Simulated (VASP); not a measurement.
# C (P6/mmm) in VASP: further runs

C is run at these levels: BLYP; tasks: single point.

Everything below comes from runs of VASP 6.6.1. Logs are shortened: lines on timing, memory, paths and dates and some standing lists are left out, and cuts for length are marked.

## (1) The cell of the first run

It takes space group P6/mmm (No. 191, hexagonal). Conventional cell: a = 6.463 Å, b = 6.463 Å, c = 1.230 Å, α = 90.00°, β = 90.00°, γ = 120.00°. C (site symmetry 6/mmm) has 2 C at 1.23 Å within 1.6 Å. C (site symmetry -6m2) has 2 C at 1.23 Å within 1.6 Å.

## (2) Single point, BLYP (volume scaled by 0.88)

INCAR

```
AGGAC = 1.0
AGGAX = 1.0
ALDAC = 0.0
ALDAX = 1.0
ALGO = Normal
EDIFF = 1E-6
ENCUT = 520
GGA = B5
ISIF = 2
ISMEAR = -1
LASPH = True
LCHARG = True
LELF = True
LREAL = False
LVHAR = True
LWAVE = False
NBANDS = 13
NELM = 80
PREC = Accurate
SIGMA = 0.1
```

KPOINTS

```
k-points
0
Gamma
  6 6 27
```

POSCAR

```
C
1.0
    6.4631023964      0.0000000001      0.0000000000
   -3.2315511983      5.5972108625      0.0000000000
    0.0000000000      0.0000000000      1.2300650610
C
3
Direct
    0.0000000000      0.0000000000      0.0000000000
    0.3333333333      0.6666666667      0.5000000000
    0.6666666667      0.3333333333      0.5000000000
```

Potentials or basis: VASP PAW PBE potentials, release 64 (C).

Started as:

```
$ cat potpaw_PBE.64/C/POTCAR > POTCAR
$ mpirun -np 1 vasp_std > vasp.out
```

OUTCAR:

```text
EDIFF = 1E-6
   ENCUT = 520
   GGA = B5
   ISIF = 2
   ISMEAR = -1
   LASPH = True
   LREAL = False
   NELM = 80
   PREC = Accurate

 ion  position               nearest neighbor table
   1  0.000  0.000  0.000-
   2  0.333  0.667  0.500-
   3  0.667  0.333  0.500-

  LATTYP: Found a hexagonal cell.
 ALAT       =     6.4631023964
 C/A-ratio  =     0.1903211470

  Lattice vectors:

 A1 = (   6.4631023964,   0.0000000001,   0.0000000000)
 A2 = (  -3.2315511983,   5.5972108625,   0.0000000000)
 A3 = (   0.0000000000,   0.0000000000,   1.2300650610)

Analysis of symmetry for initial positions (statically):
=====================================================================
 Subroutine PRICEL returns:
 Original cell was already a primitive cell.

 Routine SETGRP: Setting up the symmetry group for a
 hexagonal supercell.

 Subroutine GETGRP returns: Found 24 space group operations
 (whereof 24 operations were pure point group operations)
 out of a pool of 24 trial point group operations.

The static configuration has the point symmetry D_6h.

Analysis of symmetry for dynamics (positions and initial velocities):
=====================================================================
 Subroutine PRICEL returns:
 Original cell was already a primitive cell.

 Routine SETGRP: Setting up the symmetry group for a
 hexagonal supercell.

 Subroutine GETGRP returns: Found 24 space group operations
 (whereof 24 operations were pure point group operations)
 out of a pool of 24 trial point group operations.

The dynamic configuration has the point symmetry D_6h.

 Subroutine INISYM returns: Found 24 space group operations
 (whereof 24 operations are pure point group operations),
 and found     1 'primitive' translations

----------------------------------------------------------------------------------------

                                     Primitive cell

  volume of cell :      44.4980

  direct lattice vectors                    reciprocal lattice vectors
     6.463102396  0.000000000  0.000000000     0.154724456  0.089330206  0.000000000
    -3.231551198  5.597210862  0.000000000    -0.000000000  0.178660412  0.000000000
     0.000000000  0.000000000  1.230065061     0.000000000  0.000000000  0.812965128

  length of vectors
     6.463102396  6.463102396  1.230065061     0.178660412  0.178660412  0.812965128

  position of ions in fractional coordinates (direct lattice)
     0.000000000  0.000000000  0.000000000
     0.333333333  0.666666667  0.500000000
     0.666666667  0.333333333  0.500000000

  ion indices of the primitive-cell ions
   primitive index   ion index
                 1           1
                 2           2
                 3           3

----------------------------------------------------------------------------------------

 KPOINTS: k-points

Automatic generation of k-mesh.
 Grid dimensions read from file:
 generate k-points for:    6    6   27

 Generating k-lattice:

  Cartesian coordinates                     Fractional coordinates (reciprocal lattice)
     0.025787409  0.014888368  0.000000000     0.166666667 -0.000000000  0.000000000
    -0.000000000  0.029776735  0.000000000     0.000000000  0.166666667  0.000000000
     0.000000000  0.000000000  0.030109820     0.000000000  0.000000000  0.037037037

  Length of vectors
     0.029776735  0.029776735  0.030109820

  Shift w.r.t. Gamma in fractional coordinates (k-lattice)
     0.000000000  0.000000000  0.000000000

 Subroutine IBZKPT returns following result:
 ===========================================

 Found     98 irreducible k-points:

 Following reciprocal coordinates:
            Coordinates               Weight
  0.000000  0.000000  0.000000      1.000000
  0.166667  0.000000  0.000000      6.000000
  0.333333 -0.000000  0.000000      6.000000
  0.500000  0.000000  0.000000      3.000000
  0.166667  0.166667  0.000000      6.000000
  0.333333  0.166667  0.000000     12.000000
[... 16 lines left out ...]
  0.166667  0.000000  0.111111     12.000000
  0.333333 -0.000000  0.111111     12.000000
 [... further k-points ...]
   k-points           NKPTS =     98   k-points in BZ     NKDIM =     98   number of bands    NBANDS=     13
   number of dos      NEDOS =    301   number of ions     NIONS =      3
   total plane-waves  NPLWV =  23040
   dimension x,y,z NGX =    48 NGY =   48 NGZ =   10
   dimension x,y,z NGXF=    96 NGYF=   96 NGZF=   20
   ions per type =               3
   NGX,Y,Z   is equivalent  to a cutoff of  12.35, 12.35, 13.52 a.u.
   NGXF,Y,Z  is equivalent  to a cutoff of  24.69, 24.69, 27.03 a.u.
 SYSTEM =  unknown system
   PREC   = accura    normal or accurate (medium, high low for compatibility)
   ISTART =      0    job   : 0-new  1-cont  2-samecut
   ICHARG =      2    charge: 1-file 2-atom 10-const
   ISPIN  =      1    spin polarized calculation?
   LNONCOLLINEAR =      F non collinear calculations
   LSORBIT =      F    spin-orbit coupling
   LASPH  =      T    aspherical Exc in radial PAW
   ENCUT  =  520.0 eV  38.22 Ry    6.18 a.u.  12.02 12.02  2.29*2*pi/ulx,y,z
   NELM   =     80;   NELMIN=  2; NELMDL= -5     # of ELM steps
   EDIFF  = 0.1E-05   stopping-criterion for ELM
   LREAL  =      F    real-space projection
   EDIFFG = 0.1E-04   stopping-criterion for IOM
   NSW    =      0    number of steps for IOM
   IBRION =     -1    ionic relax: 0-MD 1-quasi-New 2-CG
   NFREE  =      0    steps in history (QN), initial steepest desc. (CG)
   ISIF   =      2    stress and relaxation
   ISYM   =      2    0-nonsym 1-usesym 2-fastsym
   POTIM  = 0.5000    time-step for ionic-motion
   TEBEG  =    0.0;   TEEND  =   0.0 temperature during run
   PSTRESS=    0.0 pullay stress
   NELECT =      12.0000    total number of electrons
   NUPDOWN=      -1.0000    fix difference up-down
   EMIN   =  10.00;   EMAX   =-10.00  energy-range for DOS
   EFERMI =   0.00;   METHOD = LEGACY
   ISMEAR =    -1;   SIGMA  =   0.10  broadening in eV -4-tet -1-fermi 0-gaus
   EFERMI_NEDOS =   21; number of points for ismear=-14 and -15
   IALGO  =     38    algorithm
   IMIX   =      4    mixing-type and parameters
     AMIX     =   0.40;   BMIX     =  1.00
     AMIX_MAG =   1.60;   BMIX_MAG =  1.00
  volume/ion in A,a.u.               =      14.83       100.10
  Fermi-wavevector in a.u.,A,eV,Ry     =   1.057682  1.998729 15.220709  1.118691
  Thomas-Fermi vector in A             =   2.192963
   LORBIT       =      0    0 simple, 1 ext, 2 COOP (PROOUT), +10 PAW based schemes
   GGA     = B5    functional components
   LHFCALC =     F    Hartree Fock is set to
   AEXX    =    0.0000 exact exchange contribution
   IVDW    =     0    specifies the selected vdW correction
   LEPSILON=     F    determine dielectric tensor
   LRPA    =     F    only Hartree local field effects (RPA)
 non-spin polarized calculation
  energy-cutoff  :      520.00
  volume of cell :       44.50
 maximum number of plane-waves:      1224
   NGX = 25   NGY = 25   NGZ =  5

 number of electron      12.0000001 magnetization

 Free energy of the ion-electron system (eV)
  ---------------------------------------------------
  ext. energy  EPLUGINS =         0.00000000
  ---------------------------------------------------
  free energy    TOTEN  =       -23.21579921 eV

  energy without entropy =      -23.19433705  energy(sigma->0) =      -23.20506813

 E-fermi :   0.6875     XC(G=0):  -7.4915

 val. band max:        0.6749993509   @ k =   0.3333   0.1667   0.2593
 cond. band min:       0.7541946040   @ k =   0.0000   0.0000   0.2593
 fundamental gap:      0.0791952531
 Fermi energy:         0.6875347072

 k-point     1 :       0.0000    0.0000    0.0000
  band No.  band energies     occupation
      1     -16.2841      2.00000
      2     -16.0238      2.00000
      3     -16.0238      2.00000
      4      -5.5249      2.00000
      5      -5.5249      2.00000
      6      -5.5249      2.00000
      7      -5.5248      2.00000
      8      -4.6904      2.00000
      9      -4.6904      2.00000
     10       4.8143      0.00000
     11       8.8874      0.00000
     12       8.8875      0.00000
     13       8.8875      0.00000

 k-point     2 :       0.1667    0.0000    0.0000
  band No.  band energies     occupation
      1     -16.2646      2.00000
      2     -16.0367      2.00000
      3     -16.0322      2.00000
      4      -5.7097      2.00000
      5      -5.6591      2.00000
      6      -5.3094      2.00000
      7      -5.2794      2.00000
      8      -4.8086      2.00000
      9      -4.7147      2.00000
     10       5.0647      0.00000
     11       8.3028      0.00000
     12       8.6006      0.00000
     13       8.7709      0.00000

 k-point     3 :       0.3333   -0.0000    0.0000
  band No.  band energies     occupation
      1     -16.2120      2.00000
      2     -16.0784      2.00000
      3     -16.0468      2.00000
      4      -5.8338      2.00000
      5      -5.6190      2.00000
      6      -5.0975      2.00000
      7      -5.0955      2.00000
      8      -5.0414      2.00000
      9      -4.7896      2.00000
     10       5.7397      0.00000
     11       7.5774      0.00000
     12       7.7025      0.00000
     13       8.9119      0.00000

 k-point     4 :       0.5000    0.0000    0.0000
  band No.  band energies     occupation
      1     -16.1428      2.00000
      2     -16.1427      2.00000
      3     -16.0534      2.00000
      4      -5.8775      2.00000
      5      -5.4078      2.00000
      6      -5.4077      2.00000
      7      -4.9419      2.00000
      8      -4.9185      2.00000
      9      -4.9185      2.00000
     10       6.6753      0.00000
     11       6.6754      0.00000
     12       7.2826      0.00000
     13       9.3821      0.00000

 k-point     5 :       0.1667    0.1667    0.0000
  band No.  band energies     occupation
      1     -16.2286      2.00000
      2     -16.0538      2.00000
      3     -16.0538      2.00000
      4      -5.7332      2.00000
      5      -5.7332      2.00000
      6      -5.1191      2.00000
      7      -5.1191      2.00000
      8      -5.0179      2.00000
      9      -4.7554      2.00000
     10       5.5215      0.00000
     11       7.8437      0.00000
     12       7.8437      0.00000
     13       9.0987      0.00000
[... 257 lines left out ...]
 k-point    22 :       0.0000    0.0000    0.1111
  band No.  band energies     occupation
      1     -15.6129      2.00000
      2     -15.3788      2.00000
      3     -15.3787      2.00000
      4      -4.3579      2.00000
      5      -4.3579      2.00000
      6      -4.3578      2.00000
      7      -4.3578      2.00000
      8      -3.5346      2.00000
      9      -3.5346      2.00000
     10       5.7512      0.00000
     11      10.0827      0.00000
     12      10.0827      0.00000
     13      10.0828      0.00000

 k-point    23 :       0.1667    0.0000    0.1111
  band No.  band energies     occupation
      1     -15.5952      2.00000
      2     -15.3903      2.00000
      3     -15.3864      2.00000
      4      -4.5404      2.00000
      5      -4.4909      2.00000
      6      -4.1451      2.00000
      7      -4.1157      2.00000
      8      -3.6523      2.00000
      9      -3.5585      2.00000
     10       6.0076      0.00000
     11       9.4620      0.00000
     12       9.7271      0.00000
     13       9.9757      0.00000

 k-point    24 :       0.3333   -0.0000    0.1111
  band No.  band energies     occupation
      1     -15.5477      2.00000
      2     -15.4277      2.00000
      3     -15.3993      2.00000
      4      -4.6631      2.00000
      5      -4.4525      2.00000
      6      -3.9369      2.00000
      7      -3.9360      2.00000
      8      -3.8810      2.00000
      9      -3.6324      2.00000
     10       6.7007      0.00000
     11       8.6998      0.00000
     12       8.7473      0.00000
     13      10.1248      0.00000

 [... further k-points ...]

------------------------ aborting loop because EDIFF is reached ----------------------------------------

  FORCE on cell =-STRESS in cart. coord.  units (eV):
  Direction    XX          YY          ZZ          XY          YZ          ZX
  --------------------------------------------------------------------------------------
  -------------------------------------------------------------------------------------
  Total        0.2629710      0.2629710     16.2989356     -0.0000000     -0.0000000      0.0000000
  in kB        9.4684213      9.4684213    586.8526059     -0.0000000     -0.0000000      0.0000000
  external PRESSURE =     201.9298161 kB  Pullay stress =       0.0000000 kB

 VOLUME and BASIS-vectors are now :
 -----------------------------------------------------------------------------
  energy-cutoff  :      520.00
  volume of cell :       44.50
      direct lattice vectors                 reciprocal lattice vectors
     6.463102396  0.000000000  0.000000000     0.154724456  0.089330206  0.000000000
    -3.231551198  5.597210862  0.000000000    -0.000000000  0.178660412  0.000000000
     0.000000000  0.000000000  1.230065061     0.000000000  0.000000000  0.812965128

 POSITION                                       TOTAL-FORCE (eV/Angst)
 -----------------------------------------------------------------------------------
      0.00000      0.00000      0.00000        -0.000000      0.000000     -0.000000
     -0.00000      3.73147      0.61503        -0.000000      0.000000      0.000000
      3.23155      1.86574      0.61503         0.000000     -0.000000     -0.000000
 -----------------------------------------------------------------------------------
    total drift:                                0.000000     -0.000000      0.000000

  FREE ENERGIE OF THE ION-ELECTRON SYSTEM (eV)
  ---------------------------------------------------
  free  energy   TOTEN  =       -23.2157992104 eV

  energy  without entropy=      -23.1943370537  energy(sigma->0) =      -23.20506813
```

It took 32 s on 1 thread of AMD EPYC 9R14 (Zen 4), shared host; peak memory 0.15 GiB.

What came out:

| Quantity | Value |
| --- | --- |
| Free energy | -23.2158 eV |
| Pressure | 20.2 GPa |
| Band gap on the k mesh | zero (band 6 reaches 11.45 eV, above the bottom of band 7 at -5.52 eV) |

Stress tensor (GPa, compression positive):
```
 0.95  0.00  0.00
 0.00  0.95  0.00
 0.00  0.00 58.69
```

Caveat: the PAW data sets were made with another functional, which shifts forces and pressure a little.

## (3) Single point, BLYP (volume scaled by 0.92)

INCAR

```
  PREC = Accurate
  ENCUT = 520
  EDIFF = 1E-6
  ISMEAR = -1
  SIGMA = 0.1
  LREAL = F
  LASPH = T
  NELM = 100
  ALGO = Normal
  ISIF = 2
  LWAVE = F
  LCHARG = F
  GGA = B5
  ALDAX = 1.0
  AGGAX = 1.0
  AGGAC = 1.0
  ALDAC = 0.0
  NBANDS = 13
```

KPOINTS

```
Automatic mesh
0
Gamma
  6 6 27
```

POSCAR

```
C
1.0
    6.5595808351      0.0000000001      0.0000000000
   -3.2797904176      5.6807636413      0.0000000000
    0.0000000000      0.0000000000      1.2484269481
C
3
Direct
    0.0000000000      0.0000000000      0.0000000000
    0.3333333333      0.6666666667      0.5000000000
    0.6666666667      0.3333333333      0.5000000000
```

Potentials or basis: VASP PAW PBE potentials, release 64 (C).

Started as:

```
$ cat potpaw_PBE.64/C/POTCAR > POTCAR
$ mpirun -np 1 vasp_std > vasp.out
```

It took 33 s on 1 thread of AMD EPYC 9R14 (Zen 4), shared host; peak memory 0.15 GiB.

Results (log left out):

```
Free energy            : -23.4189 eV
Pressure               : 12.0 GPa
Band gap on the k mesh : zero (band 6 reaches 10.69 eV, above the bottom of band 7 at -5.56 eV)
```

Stress tensor (GPa, compression positive):
```
 0.76  0.00  0.00
 0.00  0.76  0.00
 0.00  0.00 34.60
```

Levels at points of the mesh, in eV from the Fermi level:
| k point | band 5 | band 6 | band 7 | band 8 | band 9 | band 10 |
| --- | --- | --- | --- | --- | --- | --- |
| (0.00, 0.00, 0.00) | -6.01 | -6.01 | -6.01 | -5.23 | -5.23 | 4.10 |
| (0.50, 0.00, 0.00) | -5.90 | -5.90 | -5.47 | -5.44 | -5.44 | 5.91 |

Caveat: the PAW data sets were made with another functional, which shifts forces and pressure a little.
